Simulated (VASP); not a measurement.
# B (Fd-3m) in VASP: further runs

B is run at these levels: PBEsol; tasks: single point.

Program: VASP 6.6.1. These are calculated values, not measurements. Logs are shortened: lines on timing, memory, paths and dates and some standing lists are left out, and cuts for length are marked.

**1. The cell of the first run**

The structure is cubic, space group Fd-3m (No. 227). Conventional cell: a = 3.580 Å, b = 3.580 Å, c = 3.580 Å, α = 90.00°, β = 90.00°, γ = 90.00°. Within 2.1 Å of B (site symmetry -43m) lie 4 B at 1.55 Å.

**2. Single point, PBEsol (volume scaled by 0.7)**

Input file INCAR:

```
SYSTEM = B
PREC = Accurate
ENCUT = 520
EDIFF = 1E-6
ISMEAR = -1
SIGMA = 0.05
LREAL = .FALSE.
LASPH = .TRUE.
NELM = 80
ALGO = Normal
ISIF = 2
LWAVE = .FALSE.
LCHARG = .FALSE.
GGA = PS
NBANDS = 10
```

Input file KPOINTS:

```
regular mesh
0
G
  18 18 18
  0 0 0
```

Input file POSCAR:

```
B
1.0
    0.0000000000      1.7897551257      1.7897551257
    1.7897551257      0.0000000000      1.7897551257
    1.7897551257      1.7897551257      0.0000000000
B
2
Direct
   -0.1250000000     -0.1250000000     -0.1250000000
    0.1250000000      0.1250000000      0.1250000000
```

Potentials or basis: VASP PAW PBE potentials, release 64 (B).

Run with:

```bash
$ cat potpaw_PBE.64/B/POTCAR > POTCAR
$ mpirun -np 1 vasp_std > vasp.out
```

OUTCAR:

```text
SYSTEM = B
   PREC = Accurate
   ENCUT = 520
   EDIFF = 1E-6
   ISMEAR = -1
   LREAL = .FALSE.
   LASPH = .TRUE.
   NELM = 80
   ISIF = 2
   GGA = PS

 ion  position               nearest neighbor table
   1  0.875  0.875  0.875-   2 1.55   2 1.55   2 1.55   2 1.55
   2  0.125  0.125  0.125-   1 1.55   1 1.55   1 1.55   1 1.55

  LATTYP: Found a face centered cubic cell.
 ALAT       =     3.5795102514

  Lattice vectors:

 A1 = (   0.0000000000,   1.7897551257,   1.7897551257)
 A2 = (   1.7897551257,   0.0000000000,   1.7897551257)
 A3 = (   1.7897551257,   1.7897551257,   0.0000000000)

Analysis of symmetry for initial positions (statically):
=====================================================================
 Subroutine PRICEL returns:
 Original cell was already a primitive cell.

 Routine SETGRP: Setting up the symmetry group for a
 face centered cubic supercell.

 Subroutine GETGRP returns: Found 48 space group operations
 (whereof 12 operations were pure point group operations)
 out of a pool of 48 trial point group operations.

The static configuration has the point symmetry D_3d.
 The point group associated with its full space group is O_h .

Analysis of symmetry for dynamics (positions and initial velocities):
=====================================================================
 Subroutine PRICEL returns:
 Original cell was already a primitive cell.

 Routine SETGRP: Setting up the symmetry group for a
 face centered cubic supercell.

 Subroutine GETGRP returns: Found 48 space group operations
 (whereof 12 operations were pure point group operations)
 out of a pool of 48 trial point group operations.

The dynamic configuration has the point symmetry D_3d.
 The point group associated with its full space group is O_h .

 Subroutine INISYM returns: Found 48 space group operations
 (whereof 12 operations are pure point group operations),
 and found     1 'primitive' translations

----------------------------------------------------------------------------------------

                                     Primitive cell

  volume of cell :      11.4660

  direct lattice vectors                    reciprocal lattice vectors
     0.000000000  1.789755126  1.789755126    -0.279367827  0.279367827  0.279367827
     1.789755126  0.000000000  1.789755126     0.279367827 -0.279367827  0.279367827
     1.789755126  1.789755126  0.000000000     0.279367827  0.279367827 -0.279367827

  length of vectors
     2.531095972  2.531095972  2.531095972     0.483879270  0.483879270  0.483879270

  position of ions in fractional coordinates (direct lattice)
     0.875000000  0.875000000  0.875000000
     0.125000000  0.125000000  0.125000000

  ion indices of the primitive-cell ions
   primitive index   ion index
                 1           1
                 2           2

----------------------------------------------------------------------------------------

 KPOINTS: regular mesh

Automatic generation of k-mesh.
 Grid dimensions read from file:
 generate k-points for:   18   18   18

 Generating k-lattice:

  Cartesian coordinates                     Fractional coordinates (reciprocal lattice)
    -0.015520435  0.015520435  0.015520435     0.055555556  0.000000000  0.000000000
     0.015520435 -0.015520435  0.015520435     0.000000000  0.055555556  0.000000000
     0.015520435  0.015520435 -0.015520435     0.000000000  0.000000000  0.055555556

  Length of vectors
     0.026882182  0.026882182  0.026882182

  Shift w.r.t. Gamma in fractional coordinates (k-lattice)
     0.000000000  0.000000000  0.000000000

 Subroutine IBZKPT returns following result:
 ===========================================

 Found    195 irreducible k-points:

 Following reciprocal coordinates:
            Coordinates               Weight
  0.000000  0.000000  0.000000      1.000000
  0.055556  0.000000  0.000000      8.000000
  0.111111  0.000000  0.000000      8.000000
  0.166667  0.000000  0.000000      8.000000
  0.222222  0.000000  0.000000      8.000000
  0.277778  0.000000  0.000000      8.000000
[... 16 lines left out ...]
 -0.277778  0.055556  0.000000     24.000000
 -0.222222  0.055556  0.000000     24.000000
 [... further k-points ...]
   k-points           NKPTS =    195   k-points in BZ     NKDIM =    195   number of bands    NBANDS=     10
   number of dos      NEDOS =    301   number of ions     NIONS =      2
   total plane-waves  NPLWV =   8000
   dimension x,y,z NGX =    20 NGY =   20 NGZ =   20
   dimension x,y,z NGXF=    40 NGYF=   40 NGZF=   40
   ions per type =               2
   NGX,Y,Z   is equivalent  to a cutoff of  13.14, 13.14, 13.14 a.u.
   NGXF,Y,Z  is equivalent  to a cutoff of  26.27, 26.27, 26.27 a.u.
 SYSTEM =  B
   PREC   = accura    normal or accurate (medium, high low for compatibility)
   ISTART =      0    job   : 0-new  1-cont  2-samecut
   ICHARG =      2    charge: 1-file 2-atom 10-const
   ISPIN  =      1    spin polarized calculation?
   LNONCOLLINEAR =      F non collinear calculations
   LSORBIT =      F    spin-orbit coupling
   LASPH  =      T    aspherical Exc in radial PAW
   ENCUT  =  520.0 eV  38.22 Ry    6.18 a.u.   4.71  4.71  4.71*2*pi/ulx,y,z
   NELM   =     80;   NELMIN=  2; NELMDL= -5     # of ELM steps
   EDIFF  = 0.1E-05   stopping-criterion for ELM
   LREAL  =      F    real-space projection
   EDIFFG = 0.1E-04   stopping-criterion for IOM
   NSW    =      0    number of steps for IOM
   IBRION =     -1    ionic relax: 0-MD 1-quasi-New 2-CG
   NFREE  =      0    steps in history (QN), initial steepest desc. (CG)
   ISIF   =      2    stress and relaxation
   ISYM   =      2    0-nonsym 1-usesym 2-fastsym
   POTIM  = 0.5000    time-step for ionic-motion
   TEBEG  =    0.0;   TEEND  =   0.0 temperature during run
   PSTRESS=    0.0 pullay stress
   NELECT =       6.0000    total number of electrons
   NUPDOWN=      -1.0000    fix difference up-down
   EMIN   =  10.00;   EMAX   =-10.00  energy-range for DOS
   EFERMI =   0.00;   METHOD = LEGACY
   ISMEAR =    -1;   SIGMA  =   0.05  broadening in eV -4-tet -1-fermi 0-gaus
   EFERMI_NEDOS =   21; number of points for ismear=-14 and -15
   IALGO  =     38    algorithm
   IMIX   =      4    mixing-type and parameters
     AMIX     =   0.40;   BMIX     =  1.00
     AMIX_MAG =   1.60;   BMIX_MAG =  1.00
  volume/ion in A,a.u.               =       5.73        38.69
  Fermi-wavevector in a.u.,A,eV,Ry     =   1.319233  2.492990 23.679263  1.740377
  Thomas-Fermi vector in A             =   2.449146
   LORBIT       =      0    0 simple, 1 ext, 2 COOP (PROOUT), +10 PAW based schemes
   GGA     = PS    functional components
   LHFCALC =     F    Hartree Fock is set to
   AEXX    =    0.0000 exact exchange contribution
   IVDW    =     0    specifies the selected vdW correction
   LEPSILON=     F    determine dielectric tensor
   LRPA    =     F    only Hartree local field effects (RPA)
 non-spin polarized calculation
  energy-cutoff  :      520.00
  volume of cell :       11.47
 maximum number of plane-waves:       331
   NGX =  9   NGY =  9   NGZ =  9

 number of electron       6.0000000 magnetization

 Free energy of the ion-electron system (eV)
  ---------------------------------------------------
  ext. energy  EPLUGINS =         0.00000000
  ---------------------------------------------------
  free energy    TOTEN  =       -10.69408388 eV

  energy without entropy =      -10.68884911  energy(sigma->0) =      -10.69146650

 E-fermi :   7.0153     XC(G=0): -12.8468

 val. band max:        6.9709062941   @ k =   0.2778   0.2778   0.0000
 cond. band min:       7.0232348383   @ k =  -0.3889   0.2778   0.0000
 fundamental gap:      0.0523285442
 Fermi energy:         7.0152526573

 k-point     1 :       0.0000    0.0000    0.0000
  band No.  band energies     occupation
      1      -8.8616      2.00000
      2      12.4828      0.00000
      3      12.4828      0.00000
      4      12.4828      0.00000
      5      17.2688      0.00000
      6      17.2688      0.00000
      7      17.2688      0.00000
      8      31.4044      0.00000
      9      31.6024      0.00000
     10      34.8891      0.00000

 k-point     2 :       0.0556    0.0000    0.0000
  band No.  band energies     occupation
      1      -8.7788      2.00000
      2      11.7600      0.00000
      3      12.2791      0.00000
      4      12.2791      0.00000
      5      17.5330      0.00000
      6      17.5330      0.00000
      7      17.8638      0.00000
      8      30.9428      0.00000
      9      31.7274      0.00000
     10      33.3020      0.00000

 k-point     3 :       0.1111    0.0000    0.0000
  band No.  band energies     occupation
      1      -8.5306      2.00000
      2      10.1838      0.00000
      3      11.7902      0.00000
      4      11.7902      0.00000
      5      18.1725      0.00000
      6      18.1725      0.00000
      7      19.0647      0.00000
      8      29.9953      0.00000
      9      31.8202      0.00000
     10      31.8203      0.00000

 k-point     4 :       0.1667    0.0000    0.0000
  band No.  band energies     occupation
      1      -8.1176      2.00000
      2       8.3280      0.00000
      3      11.2084      0.00000
      4      11.2084      0.00000
      5      18.9060      0.00000
      6      18.9060      0.00000
      7      20.3224      0.00000
      8      29.0017      0.00000
      9      30.8667      0.00000
     10      30.8667      0.00000
[... 222 lines left out ...]
 k-point    22 :      -0.3333    0.0556    0.0000
  band No.  band energies     occupation
      1      -5.4954      2.00000
      2       2.1085      2.00000
      3       8.9653      0.00000
      4       9.9059      0.00000
      5      19.6659      0.00000
      6      20.0504      0.00000
      7      23.6306      0.00000
      8      26.7997      0.00000
      9      31.4453      0.00000
     10      33.5266      0.00000

 k-point    23 :      -0.2778    0.0556    0.0000
  band No.  band energies     occupation
      1      -6.4464      2.00000
      2       3.9166      2.00000
      3       9.2035      0.00000
      4      10.3828      0.00000
      5      19.5395      0.00000
      6      20.2939      0.00000
      7      22.8491      0.00000
      8      27.0774      0.00000
      9      30.0912      0.00000
     10      32.7532      0.00000

 k-point    24 :      -0.2222    0.0556    0.0000
  band No.  band energies     occupation
      1      -7.2389      2.00000
      2       5.7978      2.00000
      3       9.5686      0.00000
      4      10.9284      0.00000
      5      19.2060      0.00000
      6      20.2897      0.00000
      7      21.9178      0.00000
      8      27.4368      0.00000
      9      29.4061      0.00000
     10      32.3671      0.00000

 [... further k-points ...]

------------------------ aborting loop because EDIFF is reached ----------------------------------------

  FORCE on cell =-STRESS in cart. coord.  units (eV):
  Direction    XX          YY          ZZ          XY          YZ          ZX
  --------------------------------------------------------------------------------------
  -------------------------------------------------------------------------------------
  Total        8.7000598      8.7000598      8.7000598      0.0000000     -0.0000000      0.0000000
  in kB     1215.6875806   1215.6875806   1215.6875806      0.0000000     -0.0000000      0.0000000
  external PRESSURE =    1215.6875806 kB  Pullay stress =       0.0000000 kB

 VOLUME and BASIS-vectors are now :
 -----------------------------------------------------------------------------
  energy-cutoff  :      520.00
  volume of cell :       11.47
      direct lattice vectors                 reciprocal lattice vectors
     0.000000000  1.789755126  1.789755126    -0.279367827  0.279367827  0.279367827
     1.789755126  0.000000000  1.789755126     0.279367827 -0.279367827  0.279367827
     1.789755126  1.789755126  0.000000000     0.279367827  0.279367827 -0.279367827

 POSITION                                       TOTAL-FORCE (eV/Angst)
 -----------------------------------------------------------------------------------
      3.13207      3.13207      3.13207         0.000000     -0.000000      0.000000
      0.44744      0.44744      0.44744        -0.000000      0.000000     -0.000000
 -----------------------------------------------------------------------------------
    total drift:                                0.000000      0.000000     -0.000000

  FREE ENERGIE OF THE ION-ELECTRON SYSTEM (eV)
  ---------------------------------------------------
  free  energy   TOTEN  =       -10.6940838827 eV

  energy  without entropy=      -10.6888491114  energy(sigma->0) =      -10.69146650
```

It took 9.2 s on 1 thread of AMD EPYC 9R45 (Zen 5), shared host; peak memory 0.1 GiB.

Results:

* Free energy: -10.6941 eV
* Pressure: 121.6 GPa
* Band gap on the k mesh: zero (band 3 reaches 12.48 eV, above the bottom of band 4 at 2.39 eV)

Levels at points of the mesh, in eV from the Fermi level:
| k point | band 1 | band 2 | band 3 | band 4 | band 5 | band 6 | band 7 | band 8 |
| --- | --- | --- | --- | --- | --- | --- | --- | --- |
| (0.00, 0.00, 0.00) | -15.88 | 5.47 | 5.47 | 5.47 | 10.25 | 10.25 | 10.25 | 24.39 |
| (0.50, 0.00, 0.00) | -9.57 | -8.98 | 2.26 | 2.26 | 12.51 | 12.51 | 17.47 | 18.96 |
| (0.50, 0.50, 0.00) | -7.08 | -7.08 | -1.96 | -1.96 | 9.04 | 9.04 | 24.64 | 24.64 |

Caveat: the cell differs from its parent crystal (volume scaled by 0.7); the PAW data sets were made with another functional, which shifts forces and pressure a little.

**3. Single point, PBEsol (volume scaled by 0.8)**

Input file INCAR:

```
  PREC = Accurate
  ENCUT = 520
  EDIFF = 1E-6
  ISMEAR = -1
  SIGMA = 0.05
  LREAL = False
  LASPH = True
  NELM = 80
  ALGO = Normal
  ISIF = 2
  LWAVE = False
  LCHARG = False
  GGA = PS
  NBANDS = 10
```

Input file KPOINTS:

```
Automatic mesh
0
Gamma
  18 18 18
```

Input file POSCAR:

```
B
1.0
    0.0000000000      1.8712174718      1.8712174718
    1.8712174718      0.0000000000      1.8712174718
    1.8712174718      1.8712174718      0.0000000000
B
2
Direct
   -0.1250000000     -0.1250000000     -0.1250000000
    0.1250000000      0.1250000000      0.1250000000
```

Potentials or basis: VASP PAW PBE potentials, release 64 (B).

Run with:

```bash
$ cat potpaw_PBE.64/B/POTCAR > POTCAR
$ mpirun -np 1 vasp_std > vasp.out
```

Wall time 9.6 s (1 thread of AMD EPYC 9R45 (Zen 5), shared host); peak memory 0.1 GiB.

It converged, with:

```yaml
Free_energy: -11.6023 eV
Pressure: 60.8 GPa
Band_gap_on_the_k_mesh: zero (band 3 reaches 10.65 eV, above the bottom of band 4 at 1.68 eV)
```

Levels at points of the mesh, in eV from the Fermi level:
| k point | band 1 | band 2 | band 3 | band 4 | band 5 | band 6 |
| --- | --- | --- | --- | --- | --- | --- |
| (0.00, 0.00, 0.00) | -14.74 | 4.91 | 4.91 | 4.91 | 9.45 | 9.45 |
| (0.50, 0.00, 0.00) | -8.64 | -8.58 | 2.04 | 2.04 | 11.64 | 11.64 |
| (0.50, 0.50, 0.00) | -6.64 | -6.64 | -1.70 | -1.70 | 8.28 | 8.28 |

Caveat: the cell differs from its parent crystal (volume scaled by 0.8); the PAW data sets were made with another functional, which shifts forces and pressure a little.

**4. Single point, PBEsol**

This run uses another cell than the first one, of 7.37 Å³/atom, 1.286 times its volume.

Input file INCAR:

```
ALGO = Normal
EDIFF = 1E-6
ENCUT = 520
GGA = PS
ISIF = 2
ISMEAR = 0
LASPH = T
LCHARG = T
LELF = T
LREAL = F
LVHAR = T
LWAVE = F
NBANDS = 10
NELM = 60
PREC = Accurate
SIGMA = 0.15
```

Input file KPOINTS:

```
k-points
0
Gamma
  18 18 18
```

Input file POSCAR:

```
B
1.0
    0.0000000000      1.9461445962      1.9461445962
    1.9461445962      0.0000000000      1.9461445962
    1.9461445962      1.9461445962      0.0000000000
B
2
Direct
   -0.1250000000     -0.1250000000     -0.1250000000
    0.1250000000      0.1250000000      0.1250000000
```

Potentials or basis: VASP PAW PBE potentials, release 64 (B).

Run with:

```bash
$ cat potpaw_PBE.64/B/POTCAR > POTCAR
$ mpirun -np 1 vasp_std > vasp.out
```

OUTCAR:

```text
EDIFF = 1E-6
   ENCUT = 520
   GGA = PS
   ISIF = 2
   ISMEAR = 0
   LASPH = T
   LREAL = F
   NELM = 60
   PREC = Accurate

 ion  position               nearest neighbor table
   1  0.875  0.875  0.875-   2 1.69   2 1.69   2 1.69   2 1.69
   2  0.125  0.125  0.125-   1 1.69   1 1.69   1 1.69   1 1.69

  LATTYP: Found a face centered cubic cell.
 ALAT       =     3.8922891924

  Lattice vectors:

 A1 = (   0.0000000000,   1.9461445962,   1.9461445962)
[... 500 lines left out ...]
------------------------ aborting loop because EDIFF is reached ----------------------------------------

  FORCE on cell =-STRESS in cart. coord.  units (eV):
  Direction    XX          YY          ZZ          XY          YZ          ZX
  --------------------------------------------------------------------------------------
  -------------------------------------------------------------------------------------
  Total        2.1703543      2.1703543      2.1703543     -0.0000000     -0.0000000      0.0000000
  in kB      235.8771677    235.8771677    235.8771677     -0.0000000     -0.0000000      0.0000000
  external PRESSURE =     235.8771677 kB  Pullay stress =       0.0000000 kB

 VOLUME and BASIS-vectors are now :
 -----------------------------------------------------------------------------
  energy-cutoff  :      520.00
  volume of cell :       14.74
      direct lattice vectors                 reciprocal lattice vectors
     0.000000000  1.946144596  1.946144596    -0.256918217  0.256918217  0.256918217
     1.946144596  0.000000000  1.946144596     0.256918217 -0.256918217  0.256918217
     1.946144596  1.946144596  0.000000000     0.256918217  0.256918217 -0.256918217

 POSITION                                       TOTAL-FORCE (eV/Angst)
 -----------------------------------------------------------------------------------
      3.40575      3.40575      3.40575        -0.000000     -0.000000     -0.000000
      0.48654      0.48654      0.48654         0.000000      0.000000      0.000000
 -----------------------------------------------------------------------------------
    total drift:                                0.000000      0.000000     -0.000000

  FREE ENERGIE OF THE ION-ELECTRON SYSTEM (eV)
  ---------------------------------------------------
  free  energy   TOTEN  =       -12.0214673225 eV

  energy  without entropy=      -12.0119612738  energy(sigma->0) =      -12.01671430
```

Wall time 10 s (1 thread of AMD EPYC 9R45 (Zen 5), shared host); peak memory 0.1 GiB.

Results:

| Quantity | Value |
| --- | --- |
| Free energy | -12.0215 eV |
| Pressure | 23.6 GPa |
| Band gap on the k mesh | zero (band 3 reaches 9.17 eV, above the bottom of band 4 at 1.13 eV) |

Caveat: the PAW data sets were made with another functional, which shifts forces and pressure a little.

**5. Summary**

```csv
cell,smearing,gap on the mesh (eV),pressure (GPa)
"a = 2.531 Å, angles 60.0°, 2 atoms",fermi-dirac 0.05 eV,none,121.6
"a = 2.646 Å, angles 60.0°, 2 atoms",fermi-dirac 0.05 eV,none,60.8
"a = 2.752 Å, angles 60.0°, 2 atoms",gaussian 0.15 eV,none,23.6
```

Alike in all rows: task single point; level PBEsol; potentials or basis VASP PAW PBE potentials, release 64 (B); no spin polarisation; k mesh 18 × 18 × 18; cutoff (eV) 520.

Caveats: the PAW data sets were made with another functional, which shifts forces and pressure a little.

Absolute energies hang on the potentials; compare differences alone.
